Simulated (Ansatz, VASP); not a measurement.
## Ru in VASP and in Ansatz

```
CELL_PARAMETERS angstrom
2.69028 0.00000 0.00000
-1.34514 2.32985 0.00000
0.00000 0.00000 4.25113
ATOMIC_POSITIONS crystal
Ru 0.33333 0.66667 0.25000
Ru 0.66667 0.33333 0.75000
```

Alike in both runs: functional PBEsol; k mesh 18 × 18 × 10; occupations fermi-dirac, width 0.08 eV; no spin polarisation.

Ansatz relaxed the structure, and its values are those at the end. VASP's run is a single point on that final structure, the one shown.

```csv
,VASP,Ansatz
version,VASP 6.6.1,Ansatz 0.2.0
potentials or method,"VASP PAW PBE potentials, release 64 (Ru_pv)","PAW with Ansatz's default frozen-core files, scalar-relativistic"
plane-wave cutoff (eV),520,420
valence electrons in the cell,28,32
```

```csv
,VASP,Ansatz,Ansatz less VASP
pressure (GPa),0.0,0.0,+0.01
```

VASP's potentials were made for PBE, not for PBEsol. With one functional, cell and mesh, what is left measures potentials, basis and numerics. VASP's potentials hold 28 valence electrons a cell and Ansatz's 32, so a difference there can come from the potentials and not from the codes.
